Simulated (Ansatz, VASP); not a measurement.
## Ge in VASP and in Ansatz

```xyz
4
Lattice="4.0582 0.0000 0.0000 -2.0291 3.5145 0.0000 0.0000 0.0000 6.8933" Properties=species:S:1:pos:R:3 pbc="T T T"
Ge    2.0291    1.1715    0.4426
Ge    0.0000    2.3430    3.8893
Ge    2.0291    1.1715    3.0040
Ge    0.0000    2.3430    6.4507
```

Change from the starting cell: strain along c alone, the other axes held, atoms relaxed: +3.0 %.

Alike in both runs: functional PBE; k mesh 12 × 12 × 8; occupations gaussian, width 0.1 eV; no spin polarisation.

Ansatz relaxed the structure, and its values are those at the end. VASP's run is a single point on that final structure, the one shown.

|  | VASP | Ansatz |
| --- | --- | --- |
| version | VASP 6.6.1 | Ansatz 0.2.0 |
| potentials or method | VASP PAW PBE potentials, release 64 (Ge_d), cutoff 520 eV | scalar-relativistic, plane waves, PAW |
| valence electrons in the cell | 56 | 56 |

Ansatz gave:

| Quantity | Value |
| --- | --- |
| gap on the k mesh at the Fermi level (eV) | 0.01 |
| least direct gap on the mesh (eV) | 0.01 |
| pressure (GPa) | -1.6 |

Problem. Estimate VASP's values.

Solution. gap on the k mesh at the Fermi level (eV): 0.02; least direct gap on the mesh (eV): 0.02; pressure (GPa): -1.6.

Ansatz's warnings: stress scf threshold loose.
